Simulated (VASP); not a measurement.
# CdTe (F-43m) in VASP: single point with PBE

Aim: the single point of CdTe with PBE.

Program: VASP 6.6.1. These are calculated values, not measurements. Logs are shortened: lines on timing, memory, paths and dates and some standing lists are left out, and cuts for length are marked.

## (1) The cell of the first run

Symmetry: F-43m, No. 216, cubic system. Conventional cell: a = 6.620 Å, b = 6.620 Å, c = 6.620 Å, α = 90.00°, β = 90.00°, γ = 90.00°. Within 3.8 Å of Cd (site symmetry -43m) lie 4 Te at 2.87 Å. Within 3.8 Å of Te (site symmetry -43m) lie 4 Cd at 2.87 Å.

## (2) Single point, PBE

INCAR reads:

```
SYSTEM = CdTe
PREC = Accurate ; ENCUT = 520
EDIFF = 1E-6 ; ISMEAR = 0
SIGMA = 0.02 ; LREAL = Auto
LASPH = .TRUE. ; NELM = 80
ALGO = Normal ; ISIF = 2
LWAVE = .FALSE. ; LCHARG = .TRUE.
GGA = PE ; LELF = .TRUE.
LVHAR = .TRUE. ; NBANDS = 166
```

KPOINTS reads:

```
Automatic mesh
0
Gamma
  2 2 2
  0.5 0.5 0.5
```

POSCAR reads:

```
CdTe
1.0
    6.6200404670      6.6200404670      6.6200404670
   -6.6200404670      6.6200404670     -6.6200404670
   -6.6200404670     -6.6200404670      6.6200404670
Cd Te
16 16
Direct
    0.0000000000      0.0000000000      0.0000000000
    0.0000000000      0.7500000000      0.2500000000
    0.2500000000      0.7500000000      0.0000000000
    0.0000000000      0.5000000000      0.5000000000
    0.2500000000      0.5000000000      0.2500000000
    0.5000000000      0.5000000000      0.0000000000
    0.0000000000      0.2500000000      0.7500000000
    0.2500000000      0.2500000000      0.5000000000
    0.5000000000      0.2500000000      0.2500000000
    0.7500000000      0.2500000000      0.0000000000
    0.2500000000      0.0000000000      0.7500000000
    0.5000000000      0.0000000000      0.5000000000
    0.7500000000      0.0000000000      0.2500000000
    0.5000000000      0.7500000000      0.7500000000
    0.7500000000      0.7500000000      0.5000000000
    0.7500000000      0.5000000000      0.7500000000
    0.2500000000      0.0000000000      0.0000000000
    0.2500000000      0.7500000000      0.2500000000
    0.5000000000      0.7500000000      0.0000000000
    0.2500000000      0.5000000000      0.5000000000
    0.5000000000      0.5000000000      0.2500000000
    0.7500000000      0.5000000000      0.0000000000
    0.2500000000      0.2500000000      0.7500000000
    0.5000000000      0.2500000000      0.5000000000
    0.7500000000      0.2500000000      0.2500000000
    0.0000000000      0.2500000000      0.0000000000
    0.5000000000      0.0000000000      0.7500000000
    0.7500000000      0.0000000000      0.5000000000
    0.0000000000      0.0000000000      0.2500000000
    0.7500000000      0.7500000000      0.7500000000
    0.0000000000      0.7500000000      0.5000000000
    0.0000000000      0.5000000000      0.7500000000
```

Potentials or basis: VASP PAW PBE potentials, release 64 (Cd, Te).

The run is started by

```sh
$ cat potpaw_PBE.64/Cd/POTCAR potpaw_PBE.64/Te/POTCAR > POTCAR
$ mpirun -np 1 vasp_std > vasp.out
```

OUTCAR:

```text
SYSTEM = CdTe
   PREC = Accurate
   ENCUT = 520
   EDIFF = 1E-6
   ISMEAR = 0
   LREAL = Auto
   LASPH = .TRUE.
   NELM = 80
   ISIF = 2
   GGA = PE

 ion  position               nearest neighbor table
   1  0.000  0.000  0.000-  17 2.87  26 2.87  29 2.87  30 2.87
   2  0.000  0.750  0.250-  18 2.87  22 2.87  29 2.87  31 2.87
   3  0.250  0.750  0.000-  17 2.87  18 2.87  19 2.87  32 2.87
   4  0.000  0.500  0.500-  20 2.87  25 2.87  31 2.87  32 2.87
   5  0.250  0.500  0.250-  18 2.87  20 2.87  21 2.87  26 2.87
   6  0.500  0.500  0.000-  19 2.87  21 2.87  22 2.87  23 2.87
[... 24 lines left out ...]
  31  0.000  0.750  0.500-   2 2.87   4 2.87  11 2.87  15 2.87
  32  0.000  0.500  0.750-   3 2.87   4 2.87   7 2.87  16 2.87

  LATTYP: Found a body centered cubic cell.
 ALAT       =    13.2400809340

  Lattice vectors:

 A1 = (   6.6200404670,   6.6200404670,   6.6200404670)
 A2 = (  -6.6200404670,   6.6200404670,  -6.6200404670)
 A3 = (  -6.6200404670,  -6.6200404670,   6.6200404670)

Analysis of symmetry for initial positions (statically):
=====================================================================
 Subroutine PRICEL returns following result:

  LATTYP: Found a face centered cubic cell.
 ALAT       =     6.6200404670

  Lattice vectors:

 A1 = (  -3.3100202335,   0.0000000000,  -3.3100202335)
 A2 = (   0.0000000000,  -3.3100202335,  -3.3100202335)
 A3 = (  -3.3100202335,  -3.3100202335,   0.0000000000)

  16 primitive cells build up your supercell.

 Routine SETGRP: Setting up the symmetry group for a
 body centered cubic supercell.

 Subroutine GETGRP returns: Found 24 space group operations
 (whereof 24 operations were pure point group operations)
 out of a pool of 48 trial point group operations.

The static configuration has the point symmetry T_d .

Analysis of symmetry for dynamics (positions and initial velocities):
=====================================================================
 Subroutine PRICEL returns following result:

  LATTYP: Found a face centered cubic cell.
 ALAT       =     6.6200404670

  Lattice vectors:

 A1 = (  -3.3100202335,   0.0000000000,  -3.3100202335)
 A2 = (   0.0000000000,  -3.3100202335,  -3.3100202335)
 A3 = (  -3.3100202335,  -3.3100202335,   0.0000000000)

  16 primitive cells build up your supercell.

 Routine SETGRP: Setting up the symmetry group for a
 body centered cubic supercell.

 Subroutine GETGRP returns: Found 24 space group operations
 (whereof 24 operations were pure point group operations)
 out of a pool of 48 trial point group operations.

The dynamic configuration has the point symmetry T_d .

 Subroutine INISYM returns: Found 24 space group operations
 (whereof 24 operations are pure point group operations),
 and found    16 'primitive' translations

----------------------------------------------------------------------------------------

                                     Primitive cell

  volume of cell :      72.5307

  direct lattice vectors                    reciprocal lattice vectors
    -3.310020233  0.000000000 -3.310020233    -0.151056478  0.151056478 -0.151056478
     0.000000000 -3.310020233 -3.310020234     0.151056478 -0.151056478 -0.151056478
    -3.310020233 -3.310020233  0.000000000    -0.151056478 -0.151056478  0.151056478

  length of vectors
     4.681075506  4.681075506  4.681075506     0.261637495  0.261637495  0.261637495

  position of ions in fractional coordinates (direct lattice)
     0.000000000  0.000000000  0.000000000
     0.750000000  0.750000000  0.750000000

  ion indices of the primitive-cell ions
   primitive index   ion index
                 1           1
                 2          17

----------------------------------------------------------------------------------------

 KPOINTS: Automatic mesh

Automatic generation of k-mesh.
 Grid dimensions read from file:
 generate k-points for:    2    2    2

 Generating k-lattice:

  Cartesian coordinates                     Fractional coordinates (reciprocal lattice)
     0.000000000  0.037764120  0.037764120     0.500000000  0.000000000  0.000000000
    -0.037764120  0.037764120  0.000000000     0.000000000  0.500000000  0.000000000
    -0.037764120  0.000000000  0.037764120     0.000000000  0.000000000  0.500000000

  Length of vectors
     0.053406530  0.053406530  0.053406530

  Shift w.r.t. Gamma in fractional coordinates (k-lattice)
     0.500000000  0.500000000  0.500000000

 Subroutine IBZKPT returns following result:
 ===========================================

 Found      2 irreducible k-points:

 Following reciprocal coordinates:
            Coordinates               Weight
  0.250000  0.250000  0.250000      2.000000
 -0.250000  0.250000  0.250000      6.000000
   k-points           NKPTS =      2   k-points in BZ     NKDIM =      2   number of bands    NBANDS=    166
   number of dos      NEDOS =    301   number of ions     NIONS =     32
   total plane-waves  NPLWV = 729000
   dimension x,y,z NGX =    90 NGY =   90 NGZ =   90
   dimension x,y,z NGXF=   180 NGYF=  180 NGZF=  180
   ions per type =              16  16
   NGX,Y,Z   is equivalent  to a cutoff of  13.05, 13.05, 13.05 a.u.
   NGXF,Y,Z  is equivalent  to a cutoff of  26.10, 26.10, 26.10 a.u.
 SYSTEM =  CdTe
   PREC   = accura    normal or accurate (medium, high low for compatibility)
   ISTART =      0    job   : 0-new  1-cont  2-samecut
   ICHARG =      2    charge: 1-file 2-atom 10-const
   ISPIN  =      1    spin polarized calculation?
   LNONCOLLINEAR =      F non collinear calculations
   LSORBIT =      F    spin-orbit coupling
   LASPH  =      T    aspherical Exc in radial PAW
   ENCUT  =  520.0 eV  38.22 Ry    6.18 a.u.  21.32 21.32 21.32*2*pi/ulx,y,z
   NELM   =     80;   NELMIN=  2; NELMDL= -5     # of ELM steps
   EDIFF  = 0.1E-05   stopping-criterion for ELM
   LREAL  =      T    real-space projection
   EDIFFG = 0.1E-04   stopping-criterion for IOM
   NSW    =      0    number of steps for IOM
   IBRION =     -1    ionic relax: 0-MD 1-quasi-New 2-CG
   NFREE  =      0    steps in history (QN), initial steepest desc. (CG)
   ISIF   =      2    stress and relaxation
   ISYM   =      2    0-nonsym 1-usesym 2-fastsym
   POTIM  = 0.5000    time-step for ionic-motion
   TEBEG  =    0.0;   TEEND  =   0.0 temperature during run
   PSTRESS=    0.0 pullay stress
   NELECT =     288.0000    total number of electrons
   NUPDOWN=      -1.0000    fix difference up-down
   EMIN   =  10.00;   EMAX   =-10.00  energy-range for DOS
   EFERMI =   0.00;   METHOD = LEGACY
   ISMEAR =     0;   SIGMA  =   0.02  broadening in eV -4-tet -1-fermi 0-gaus
   EFERMI_NEDOS =   21; number of points for ismear=-14 and -15
   IALGO  =     38    algorithm
   IMIX   =      4    mixing-type and parameters
     AMIX     =   0.40;   BMIX     =  1.00
     AMIX_MAG =   1.60;   BMIX_MAG =  1.00
  volume/ion in A,a.u.               =      36.27       244.73
  Fermi-wavevector in a.u.,A,eV,Ry     =   1.028786  1.944124 14.400413  1.058401
  Thomas-Fermi vector in A             =   2.162800
   LORBIT       =      0    0 simple, 1 ext, 2 COOP (PROOUT), +10 PAW based schemes
   GGA     = PE    functional components
   LHFCALC =     F    Hartree Fock is set to
   AEXX    =    0.0000 exact exchange contribution
   IVDW    =     0    specifies the selected vdW correction
   LEPSILON=     F    determine dielectric tensor
   LRPA    =     F    only Hartree local field effects (RPA)
 non-spin polarized calculation
 Gauss-broadening in eV      SIGMA  =   0.02
  energy-cutoff  :      520.00
  volume of cell :     1160.49
 maximum number of plane-waves:     31245
 NGX is ok and might be reduce to    90
   NGX = 43   NGY = 43   NGZ = 43

 number of electron     287.9999964 magnetization

 Free energy of the ion-electron system (eV)
  ---------------------------------------------------
  ext. energy  EPLUGINS =         0.00000000
  ---------------------------------------------------
  free energy    TOTEN  =       -77.04963767 eV

  energy without entropy =      -77.04963767  energy(sigma->0) =      -77.04963767

 E-fermi :   1.5873     XC(G=0):  -8.3055

 val. band max:        1.4636307881   @ k =  -0.2500   0.2500   0.2500
 cond. band min:       3.6352641295   @ k =  -0.2500   0.2500   0.2500
 fundamental gap:      2.1716333414
 Fermi energy:         1.5872541752

 k-point     1 :       0.2500    0.2500    0.2500
  band No.  band energies     occupation
      1      -8.8691      2.00000
      2      -8.8691      2.00000
      3      -8.8691      2.00000
      4      -8.8691      2.00000
      5      -8.6500      2.00000
      6      -8.6500      2.00000
[... 148 lines left out ...]
    155       4.7237      0.00000
    156       4.7237      0.00000

 k-point     2 :      -0.2500    0.2500    0.2500
  band No.  band energies     occupation
      1      -8.9736      2.00000
      2      -8.7808      2.00000
      3      -8.7808      2.00000
      4      -8.7808      2.00000
      5      -8.7808      2.00000
      6      -8.7022      2.00000
[... 148 lines left out ...]
    155       4.8309      0.00000
    156       5.0322      0.00000
 [bands above 156 left out]

------------------------ aborting loop because EDIFF is reached ----------------------------------------

  FORCE on cell =-STRESS in cart. coord.  units (eV):
  Direction    XX          YY          ZZ          XY          YZ          ZX
  --------------------------------------------------------------------------------------
  -------------------------------------------------------------------------------------
  Total        0.6333435      0.6333435      0.6333435     -0.0000000     -0.0000000      0.0000000
  in kB        0.8743956      0.8743956      0.8743956     -0.0000000     -0.0000000      0.0000000
  external PRESSURE =       0.8743956 kB  Pullay stress =       0.0000000 kB

 VOLUME and BASIS-vectors are now :
 -----------------------------------------------------------------------------
  energy-cutoff  :      520.00
  volume of cell :     1160.49
      direct lattice vectors                 reciprocal lattice vectors
     6.620040467  6.620040467  6.620040467     0.000000000  0.075528239  0.075528239
    -6.620040467  6.620040467 -6.620040467    -0.075528239  0.075528239  0.000000000
    -6.620040467 -6.620040467  6.620040467    -0.075528239  0.000000000  0.075528239

 POSITION                                       TOTAL-FORCE (eV/Angst)
 -----------------------------------------------------------------------------------
      0.00000      0.00000      0.00000        -0.000000      0.000000     -0.000000
     -6.62004      3.31002     -3.31002         0.000000      0.000000      0.000000
     -3.31002      6.62004     -3.31002         0.000000      0.000000      0.000000
     -6.62004      0.00000      0.00000        -0.000000      0.000000     -0.000000
     -3.31002      3.31002      0.00000        -0.000000      0.000000     -0.000000
      0.00000      6.62004      0.00000         0.000000      0.000000      0.000000
[... 24 lines left out ...]
     -8.27505      1.65501     -1.65501        -0.000000     -0.000000      0.000000
     -8.27505     -1.65501      1.65501        -0.000000     -0.000000     -0.000000
 -----------------------------------------------------------------------------------
    total drift:                               -0.000047      0.000047      0.000047

  FREE ENERGIE OF THE ION-ELECTRON SYSTEM (eV)
  ---------------------------------------------------
  free  energy   TOTEN  =       -77.0496376680 eV

  energy  without entropy=      -77.0496376680  energy(sigma->0) =      -77.04963767
```

It took 21 min on 1 thread of Oxide Virtual Turin-like, shared host; peak memory 1.4 GiB.

What came out:

```
Free energy            : -77.0496 eV
Pressure               : 0.1 GPa
Band gap on the k mesh : 2.17 eV
```

Levels at points of the mesh, in eV from the valence-band top:
| k point | band 140 | band 141 | band 142 | band 143 | band 144 | band 145 | band 146 | band 147 | band 148 | band 149 |
| --- | --- | --- | --- | --- | --- | --- | --- | --- | --- | --- |
| (0.25, 0.25, 0.25) | -0.05 | -0.05 | -0.05 | -0.05 | -0.05 | 2.20 | 2.20 | 2.20 | 2.20 | 3.26 |

Caveat: spin-orbit coupling is left out, which moves the levels of the heavy elements; a shifted mesh leaves out Γ, where band edges can lie. A k mesh can miss the band edges.
